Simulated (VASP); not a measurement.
# SiC (P6_3mc) in VASP: notebook, part 2 of 2

VASP 6.6.1. Earlier steps stand in the parts before.

## Step 5: Single point, PBE

File INCAR:

```
SYSTEM = SiC
  ALGO = Normal
  EDIFF = 1E-6
  ENCUT = 520
  GGA = PE
  ISIF = 2
  ISMEAR = 0
  LASPH = .True.
  LCHARG = .True.
  LELF = .True.
  LREAL = .False.
  LVHAR = .True.
  LWAVE = .False.
  NBANDS = 16
  NELM = 60
  PREC = Accurate
  SIGMA = 0.05
```

File KPOINTS:

```
k-points
0
Gamma
  12 12 6
  0 0 0
```

File POSCAR:

```
SiC
1.0
    3.0650400263      0.0000000000      0.0000000000
   -1.5325200132      2.6544025264      0.0000000000
    0.0000000000      0.0000000000      5.1636729323
Si C
2 2
Direct
    0.3333333333      0.6666666667      0.0045639005
    0.6666666667      0.3333333333      0.5045639005
    0.3333333333      0.6666666667      0.4102553796
    0.6666666667      0.3333333333      0.9102553796
```

Potentials or basis: VASP PAW PBE potentials, release 64 (Si, C).

Run with:

```console
cat potpaw_PBE.64/Si/POTCAR potpaw_PBE.64/C/POTCAR > POTCAR
mpirun -np 1 vasp_std > vasp.out
```

OUTCAR:

```text
SYSTEM = SiC
   EDIFF = 1E-6
   ENCUT = 520
   GGA = PE
   ISIF = 2
   ISMEAR = 0
   LASPH = .True.
   LREAL = .False.
   NELM = 60
   PREC = Accurate

 ion  position               nearest neighbor table
   1  0.333  0.667  0.005-   4 1.84   4 1.84   4 1.84   3 2.09   2 3.13   2 3.13   2 3.13   2 3.13
                             2 3.13   2 3.13
   2  0.667  0.333  0.505-   3 1.84   3 1.84   3 1.84   4 2.09   1 3.13   1 3.13   1 3.13   1 3.13
                             1 3.13   1 3.13
   3  0.333  0.667  0.410-   2 1.84   2 1.84   2 1.84   1 2.09
   4  0.667  0.333  0.910-   1 1.84   1 1.84   1 1.84   2 2.09

  LATTYP: Found a hexagonal cell.
 ALAT       =     3.0650400263
 C/A-ratio  =     1.6847000000

  Lattice vectors:

 A1 = (   3.0650400263,   0.0000000000,   0.0000000000)
 A2 = (  -1.5325200132,   2.6544025264,   0.0000000000)
 A3 = (   0.0000000000,   0.0000000000,   5.1636729323)

Analysis of symmetry for initial positions (statically):
=====================================================================
 Subroutine PRICEL returns:
 Original cell was already a primitive cell.

 Routine SETGRP: Setting up the symmetry group for a
 hexagonal supercell.

 Subroutine GETGRP returns: Found 12 space group operations
 (whereof  6 operations were pure point group operations)
 out of a pool of 24 trial point group operations.

The static configuration has the point symmetry C_3v.
 The point group associated with its full space group is C_6v.

Analysis of symmetry for dynamics (positions and initial velocities):
=====================================================================
 Subroutine PRICEL returns:
 Original cell was already a primitive cell.

 Routine SETGRP: Setting up the symmetry group for a
 hexagonal supercell.

 Subroutine GETGRP returns: Found 12 space group operations
 (whereof  6 operations were pure point group operations)
 out of a pool of 24 trial point group operations.

The dynamic configuration has the point symmetry C_3v.
[... 127 lines left out ...]
  Thomas-Fermi vector in A             =   2.322831
   LORBIT       =      0    0 simple, 1 ext, 2 COOP (PROOUT), +10 PAW based schemes
   GGA     = PE    functional components
   LHFCALC =     F    Hartree Fock is set to
   AEXX    =    0.0000 exact exchange contribution
   IVDW    =     0    specifies the selected vdW correction
   LEPSILON=     F    determine dielectric tensor
   LRPA    =     F    only Hartree local field effects (RPA)
 non-spin polarized calculation
 Gauss-broadening in eV      SIGMA  =   0.05
  energy-cutoff  :      520.00
  volume of cell :       42.01
 maximum number of plane-waves:      1172
 NGX is ok and might be reduce to    24
   NGX = 11   NGY = 11   NGZ = 19

 number of electron      15.9999999 magnetization

 Free energy of the ion-electron system (eV)
  ---------------------------------------------------
  ext. energy  EPLUGINS =         0.00000000
  ---------------------------------------------------
  free energy    TOTEN  =       -29.72003532 eV

  energy without entropy =      -29.72003532  energy(sigma->0) =      -29.72003532

 E-fermi :   8.8853     XC(G=0): -11.2736

 val. band max:        8.6168745530   @ k =   0.0000   0.0000   0.0000
 cond. band min:      10.9063996723   @ k =   0.5000  -0.0000   0.0000
 fundamental gap:      2.2895251193
 Fermi energy:         8.8853162352

 k-point     1 :       0.0000    0.0000    0.0000
  band No.  band energies     occupation
      1      -7.4104      2.00000
      2      -4.3264      2.00000
      3      -0.0699      2.00000
      4       6.5941      2.00000
      5       6.5941      2.00000
      6       7.6601      2.00000
[... 433 lines left out ...]
      3       0.9518      2.00000
      4       2.6153      2.00000
      5       3.0012      2.00000
      6       5.1053      2.00000
[... 8 lines left out ...]
     15      18.7772      0.00000
     16      19.8820      0.00000

 [... further k-points ...]

------------------------ aborting loop because EDIFF is reached ----------------------------------------

  FORCE on cell =-STRESS in cart. coord.  units (eV):
  Direction    XX          YY          ZZ          XY          YZ          ZX
  --------------------------------------------------------------------------------------
  -------------------------------------------------------------------------------------
  Total        2.8668700      2.8668700     -2.7470131     -0.0000000      0.0000000      0.0000000
  in kB      109.3344242    109.3344242   -104.7634149     -0.0000000      0.0000000      0.0000000
  external PRESSURE =      37.9684778 kB  Pullay stress =       0.0000000 kB

 VOLUME and BASIS-vectors are now :
 -----------------------------------------------------------------------------
  energy-cutoff  :      520.00
  volume of cell :       42.01
      direct lattice vectors                 reciprocal lattice vectors
     3.065040026  0.000000000  0.000000000     0.326260013  0.188366307  0.000000000
    -1.532520013  2.654402526  0.000000000     0.000000000  0.376732613  0.000000000
     0.000000000  0.000000000  5.163672932     0.000000000  0.000000000  0.193660600

 POSITION                                       TOTAL-FORCE (eV/Angst)
 -----------------------------------------------------------------------------------
     -0.00000      1.76960      0.02357         0.000000     -0.000000      1.880730
      1.53252      0.88480      2.60540        -0.000000      0.000000      1.880730
     -0.00000      1.76960      2.11842         0.000000     -0.000000     -1.880730
      1.53252      0.88480      4.70026        -0.000000     -0.000000     -1.880730
 -----------------------------------------------------------------------------------
    total drift:                                0.000000      0.000000     -0.000461

  FREE ENERGIE OF THE ION-ELECTRON SYSTEM (eV)
  ---------------------------------------------------
  free  energy   TOTEN  =       -29.7200353222 eV

  energy  without entropy=      -29.7200353222  energy(sigma->0) =      -29.72003532
```

It took 38 s on 1 thread of Intel Xeon 8259CL, shared host; peak memory 0.18 GiB.

What came out:

```
Free energy            : -29.7200 eV
Pressure               : 3.8 GPa
Largest force          : 1.881 eV/Å
Band gap on the k mesh : 2.29 eV (least direct gap 4.38 eV)
```

Forces on the atoms (eV/Å):
```
Si   0.000  0.000  1.881
Si   0.000  0.000  1.881
C    0.000  0.000 -1.881
C    0.000  0.000 -1.881
```

Caveat: the cell stands under pressure; forces of over 1 eV/Å act on the atoms, so gaps and moduli don't describe the material at rest. A k mesh can miss the band edges.

## Step 6: Single point, PBE

File INCAR:

```
ALGO     = Normal         # electronic algorithm
EDIFF    = 1E-6           # SCF threshold, eV
ENCUT    = 520            # plane-wave cutoff, eV
GGA      = PE             # functional
ISIF     = 2              # what is computed and relaxed
ISMEAR   = 0              # smearing method
LASPH    = T              # aspherical terms in the spheres
LCHARG   = F              # write CHGCAR
LREAL    = F              # projectors in reciprocal space
LWAVE    = F              # write WAVECAR
NBANDS   = 16             # bands
NELM     = 100            # most SCF steps
PREC     = Accurate       # precision mode
SIGMA    = 0.05           # smearing width, eV
```

File KPOINTS:

```
k-points
0
Gamma
  12 12 6
```

File POSCAR:

```
SiC
1.0
    3.0137421920      0.0000000000      0.0000000000
   -1.5068710960      2.6099772987      0.0000000000
    0.0000000000      0.0000000000      5.3409539127
Si C
2 2
Direct
    0.3333333333      0.6666666667      0.0045639005
    0.6666666667      0.3333333333      0.5045639005
    0.3333333333      0.6666666667      0.4102553796
    0.6666666667      0.3333333333      0.9102553796
```

Potentials or basis: VASP PAW PBE potentials, release 64 (Si, C).

Run with:

```console
cat potpaw_PBE.64/Si/POTCAR potpaw_PBE.64/C/POTCAR > POTCAR
mpirun -np 1 vasp_std > vasp.out
```

Wall time 47 s (1 thread of Intel Xeon 8259CL, shared host); peak memory 0.18 GiB.

It converged, with:

* Free energy: -29.4417 eV
* Pressure: 8.4 GPa
* Largest force: 1.868 eV/Å
* Band gap on the k mesh: 2.47 eV (least direct gap 4.09 eV)

Forces in eV/Å, atoms in the order of the input:
```
Si   0.000  0.000  1.868
Si   0.000  0.000  1.868
C    0.000  0.000 -1.868
C    0.000  0.000 -1.868
```

Stress tensor (GPa, compression positive):
```
 22.15   0.00   0.00
  0.00  22.15   0.00
  0.00   0.00 -19.12
```

Levels at points of the mesh, in eV from the valence-band top:
```tsv
k point	band 6	band 7	band 8	band 9	band 10	band 11
(0.00, 0.00, 0.00)	-0.60	-0.60	0.00	4.09	5.61	7.01
(0.50, 0.00, 0.00)	-3.42	-2.73	-2.00	3.02	3.92	6.03
(0.00, 0.00, 0.50)	-1.05	-1.05	-1.05	6.31	6.31	7.54
(0.50, 0.00, 0.50)	-2.80	-2.29	-2.29	2.82	2.82	4.54
```

Caveat: the cell stands under pressure; forces of over 1 eV/Å act on the atoms, so gaps and moduli don't describe the material at rest. A k mesh can miss the band edges.

## Step 7: The runs side by side

| cell | gap on the mesh (eV) | pressure (GPa) | largest force (eV/Å) |
| --- | --- | --- | --- |
| a = 3.039, b = 3.039, c = 5.253 Å, angles 90.0, 90.0, 120.0°, 4 atoms, atomic positions A | 2.47 | 3.1 | 1.29 |
| a = 3.065, b = 3.065, c = 5.164 Å, angles 90.0, 90.0, 120.0°, 4 atoms, atomic positions B | 1.08 | 1.2 | 3.09 |
| a = 3.149, b = 3.149, c = 4.892 Å, angles 90.0, 90.0, 120.0°, 4 atoms, atomic positions C | 0.87 | -0.4 | 2.08 |
| a = 3.065, b = 3.065, c = 5.164 Å, angles 90.0, 90.0, 120.0°, 4 atoms, atomic positions D | 2.29 | 3.8 | 1.88 |
| a = 3.014, b = 3.014, c = 5.341 Å, angles 90.0, 90.0, 120.0°, 4 atoms, atomic positions D | 2.47 | 8.4 | 1.87 |

Alike in all rows: task single point; level PBE; potentials or basis VASP PAW PBE potentials, release 64 (Si, C); no spin polarisation; k mesh 12 × 12 × 6; cutoff (eV) 520; smearing gaussian 0.05 eV.

Caveats: forces of over 1 eV/Å act on the atoms, so gaps and moduli don't describe the material at rest; the cell stands under pressure (at least some runs).

Absolute energies hang on the potentials; compare differences alone.
